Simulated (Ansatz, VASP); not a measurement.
TaN in VASP and in Ansatz

The input INCAR:

```
PREC = Accurate ; ENCUT = 520
EDIFF = 1E-6 ; ISMEAR = -1
SIGMA = 0.05 ; LREAL = F
LASPH = T ; NELM = 150
ALGO = Normal ; ISIF = 2
LWAVE = F ; LCHARG = F
MAGMOM = 0 0 0 0 0 0 ; LORBIT = 11
LSORBIT = T ; GGA_COMPAT = F
LORBMOM = T ; LMAXMIX = 4
GGA = PS ; NBANDS = 28
```

Contents of KPOINTS:

```
regular mesh
0
Gamma
  8 8 7
```

The input POSCAR:

```
TaN
1.0
    2.9380000000      0.0000000000      0.0000000000
   -1.4690000000      2.5443826363      0.0000000000
    0.0000000000      0.0000000000      2.8830000000
Ta N
1 1
Direct
    0.0000000000      0.0000000000      0.5000000000
    0.6666666667      0.3333333333      0.0000000000
```

Contents of input.yaml:

```yaml
crystal:
  lattice:
    - [2.938, 0.0, 0.0]
    - [-1.469, 2.5443826363, 0.0]
    - [0.0, 0.0, 2.883]
  atoms:
    - { symbol: Ta, position: [0.0, 0.0, 0.5] }
    - { symbol: "N", position: [0.6666666667, 0.3333333333, 0.0] }
kpoints:
  mp_grid: { grid: [8, 8, 7] }
  band_path:
    path:
      - [0.0, 0.0, 0.0]
      - [0.5, 0.0, 0.0]
      - [0.3333333333, 0.3333333333, 0.0]
      - [0.0, 0.0, 0.0]
      - [0.0, 0.0, 0.5]
      - [0.5, 0.0, 0.5]
      - [0.3333333333, 0.3333333333, 0.5]
      - [0.0, 0.0, 0.5]
    npoints: 12
scf:
  occupations: { method: fermi_dirac, width: 0.05 }
hamiltonian:
  xc: pbesol
  pseudopotentials: { kind: all_electron, lapw: { basis_error: 0.001 } }
magnetization:
  noncollinear: true
  spin_orbit: true
output:
  forces: true
  stress: true
  eigenvalues: true
```

Alike in both runs: functional PBEsol; k mesh 8 × 8 × 7; occupations fermi-dirac, width 0.05 eV; non-collinear spin, spin-orbit coupling.

|  | VASP | Ansatz |
| --- | --- | --- |
| version | VASP 6.6.1 | Ansatz 0.2.0 |
| potentials or method | VASP PAW PBE potentials, release 64 (Ta_pv, N), cutoff 520 eV | all-electron LAPW, relativistic spinors |
| task | single point | band structure |

Ansatz gave:

| Property | Result |
| --- | --- |
| pressure (GPa) | -5.1 |
| traceless stress, the component that is largest in VASP (GPa) | -0.49 |
| net moment per atom (μB) | 0.00 |

**Question.** Estimate VASP's values.

**Answer.** Pressure (GPa): -3.7; traceless stress, the component that is largest in VASP (GPa): -0.36; net moment per atom (μB): 0.00.

VASP's potentials were made for PBE, not for PBEsol. Ansatz ran all-electron here, and VASP with PAW potentials.

Noted on Ansatz's run: the k mesh is thin for a metal, which can move the energy by tens of meV per atom.
